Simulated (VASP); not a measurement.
# BN: electric field gradients with PBE

BN:

```xyz
4
Lattice="2.5369 0.0000 0.0000 -1.2685 2.1971 0.0000 0.0000 0.0000 6.7489" Properties=species:S:1:pos:R:3 pbc="T T T"
B     0.0000    1.4647    1.6872
B     1.2685    0.7324    5.0616
N     0.0000    1.4647    5.0616
N     1.2685    0.7324    1.6872
```

This cell differs from its parent crystal: volume scaled by 1.04.

```json
{"Program": "VASP 6.6.1", "Task": "electric field gradients", "Functional": "PBE", "Potentials or basis": "VASP PAW PBE potentials, release 64 (B, N)", "Cutoff": "520 eV", "k mesh": "11 × 11 × 4", "Occupations": "fermi-dirac, width 0.02 eV", "Spin": "no spin polarisation", "Dipole correction": "no", "Further INCAR settings": "ALGO = Normal; EDIFF = 1e-08; NBANDS = 16"}
```

```yaml
Pressure: -5.7 GPa
Band_gap_on_the_k_mesh: 4.28 eV, indirect (least direct gap 4.58 eV)
```

Stress tensor (GPa, compression positive):
```
-9.63  0.00  0.00
 0.00 -9.63  0.00
 0.00  0.00  2.22
```

Levels at points of the mesh, in eV from the valence-band top:
```
           k point  band 5  band 6  band 7  band 8  band 9  band 10  band 11  band 12
(0.00, 0.00, 0.00)   -1.40   -1.40   -1.37   -1.37    5.13     9.97    11.20    11.20
(0.00, 0.00, 0.50)   -1.38   -1.38   -1.38   -1.38    7.36     7.36    11.26    11.26
```

Electric field gradients, principal values (V/Å²):
```tsv
atom	least	middle	greatest (by size)
1 B	-17.075	-17.075	34.150
2 B	-17.075	-17.075	34.150
3 N	1.183	1.186	-2.369
4 N	1.183	1.186	-2.369
```

Wall time 35 s on 1 thread of Intel(R) Xeon(R) Platinum 8259CL CPU @ 2.50GHz (Skylake/Cascade Lake), with other jobs on the host, peak memory 0.16 GiB.

Caveat: without QUAD_EFG the Cq values of the log hold for a quadrupole moment of 1 mb, not for the nuclei; this functional lacks dispersion, which binds the layers, so the pressure and a relaxed spacing across them are unreliable. A k mesh can miss the band edges.
